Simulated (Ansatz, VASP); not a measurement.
# Two plane-wave programs on GaN

The input POSCAR:

```
GaN
1.0
    0.0000000000      2.1085152362      2.1085152362
    2.1085152362      0.0000000000      2.1085152362
    2.1085152362      2.1085152362      0.0000000000
Ga N
1 1
Direct
    0.0000000000      0.0000000000      0.0000000000
    0.5000000000      0.5000000000      0.5000000000
```

Contents of INCAR.step1:

```
ALGO = Normal
EDIFF = 1E-4
ENCUT = 520
GGA = PE
ISMEAR = 0
LASPH = True
LCHARG = False
LREAL = False
LWAVE = True
NBANDS = 16
NELM = 60
PREC = Accurate
SIGMA = 0.01
```

File INCAR.step2:

```
ALGO = Normal
EDIFF = 1E-6
ENCUT = 520
ISIF = 2
ISMEAR = 0
ISTART = 1
LASPH = True
LCHARG = False
LMIXTAU = True
LREAL = False
LWAVE = False
METAGGA = R2SCAN
NBANDS = 16
NELM = 60
PREC = Accurate
SIGMA = 0.01
```

The input KPOINTS:

```
k-points
0
Gamma
  10 10 10
```

Input for Ansatz:

```yaml
crystal:
  lattice:
    - [0.0, 2.1085152362, 2.1085152362]
    - [2.1085152362, 0.0, 2.1085152362]
    - [2.1085152362, 2.1085152362, 0.0]
  atoms:
    - { symbol: Ga, position: [0.0, 0.0, 0.0] }
    - { symbol: "N", position: [0.5, 0.5, 0.5] }
kpoints:
  mp_grid: { grid: [10, 10, 10] }
  band_path:
    path:
      - [0.0, 0.0, 0.0]
      - [0.5, 0.0, 0.5]
      - [0.625, 0.25, 0.625]
      - [0.375, 0.375, 0.75]
      - [0.5, 0.5, 0.5]
      - [0.5, 0.25, 0.75]
      - [0.0, 0.174479, -0.177083]
      - [0.0, 0.5, 0.5]
    npoints: 1
hamiltonian:
  xc: r2scan
scf:
  occupations: { method: fixed }
  n_extra_bands: 4
output:
  forces: true
  stress: true
  eigenvalues: true
  write_density: true
  write_potential: true
  elf: true
  volumetric_format: npy
```

Alike in both runs: task single point; functional r2SCAN; k mesh 10 × 10 × 10; no spin polarisation.

|  | VASP | Ansatz |
| --- | --- | --- |
| version | VASP 6.6.1 | Ansatz 0.2.0 |
| potentials or method | VASP PAW PBE potentials, release 64 (Ga_d, N) | plane waves, PAW |
| plane-wave cutoff (eV) | 520 | 500 |
| occupations | gaussian, width 0.01 eV | fixed |
| valence electrons in the cell | 18 | 18 |

Ansatz gave:

- gap on the k mesh at the Fermi level (eV): 1.20
- pressure (GPa): 0.0

Task: Estimate VASP's values.

Result: gap on the k mesh at the Fermi level (eV): 1.18; pressure (GPa): 1.3.

VASP's potentials were made for PBE, not for r2SCAN.
